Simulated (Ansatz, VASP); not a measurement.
One calculation of Se, two programs

Contents of INCAR:

```
SYSTEM = Se
ALGO = Normal
EDIFF = 1E-7
ENCUT = 520
GGA = RP
ISIF = 2
ISMEAR = -1
LASPH = .True.
LCHARG = .True.
LELF = .True.
LREAL = .False.
LVHAR = .True.
LWAVE = .False.
NBANDS = 9
NELM = 80
PREC = Accurate
SIGMA = 0.1
```

The input KPOINTS:

```
k-points
0
Gamma
  14 14 14
  0 0 0
```

File POSCAR:

```
Se
1.0
    0.0000000000      2.1304231006      2.1304231006
    2.1304231006      0.0000000000      2.1304231006
    2.1304231006      2.1304231006      0.0000000000
Se
1
Direct
    0.0000000000      0.0000000000      0.0000000000
```

Input for Ansatz:

```yaml
crystal:
  lattice:
    - [0.0, 2.1304231006, 2.1304231006]
    - [2.1304231006, 0.0, 2.1304231006]
    - [2.1304231006, 2.1304231006, 0.0]
  atoms:
    - { symbol: Se, position: [0.0, 0.0, 0.0] }
hamiltonian:
  xc: rpbe
  pseudopotentials:
    kind: paw
    azcp:
      Se: "pseudopotentials/Se.paw.azcp"
basis:
  ecutwfc: 420
  fft_grid_basis: typed
kpoints:
  mp_grid: { grid: [14, 14, 14], shift: [0, 0, 0] }
magnetization:
  spin_polarized: false
scf:
  occupations: { method: fermi_dirac, width: 0.1 }
  lower_state_search: "off"
output:
  stress: true
```

Alike in both runs: task single point; functional RPBE; k mesh 14 × 14 × 14; occupations fermi-dirac, width 0.1 eV; no spin polarisation.

|  | VASP | Ansatz |
| --- | --- | --- |
| version | VASP 6.6.1 | Ansatz 0.2.0 |
| potentials or method | VASP PAW PBE potentials, release 64 (Se), cutoff 520 eV | plane waves (420 eV) with PAW, scalar-relativistic |
| valence electrons in the cell | 6 | 16 |

|  | VASP | Ansatz | Ansatz less VASP |
| --- | --- | --- | --- |
| pressure (GPa) | 6.1 | 6.1 | +0.02 |

VASP's potentials were made for PBE, not for RPBE. VASP's potentials hold 6 valence electrons a cell and Ansatz's 16, so a difference there can come from the potentials and not from the codes.
